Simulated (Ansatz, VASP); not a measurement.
# Two plane-wave programs on As

```
As
1.0
     1.85601   -5.37457    0.00000
     1.85601    5.37457    0.00000
     0.00000    0.00000    4.23219
As
4
Direct
  0.11267 0.88733 0.05461
  0.61267 0.38733 0.44539
  0.88733 0.11267 0.94539
  0.38733 0.61267 0.55461
```

Alike in both runs: functional LDA; k mesh 12 × 12 × 10; occupations gaussian, width 0.1 eV; no spin polarisation.

Ansatz relaxed the structure, and its values are those at the end. VASP's run is a single point on that final structure, the one shown.

|  | VASP | Ansatz |
| --- | --- | --- |
| version | VASP 6.6.1 | Ansatz 0.2.0 |
| potentials or method | VASP PAW LDA potentials, release 64 (As), cutoff 520 eV | scalar-relativistic, plane waves, PAW |
| valence electrons in the cell | 20 | 60 |

```tsv
	VASP	Ansatz	Ansatz less VASP
gap on the k mesh at the Fermi level (eV)	none	none	-
pressure (GPa)	0.5	0.0	-0.48
rms of the force components (eV/Å)	0.045	0.001	-0.0442
```

LDA's correlation is that of Perdew and Zunger in VASP and of Perdew and Wang (1992) in Ansatz. A gap of «none» marks a metal or a gap that the smearing closes. VASP's potentials hold 20 valence electrons a cell and Ansatz's 60, so a difference there can come from the potentials and not from the codes.
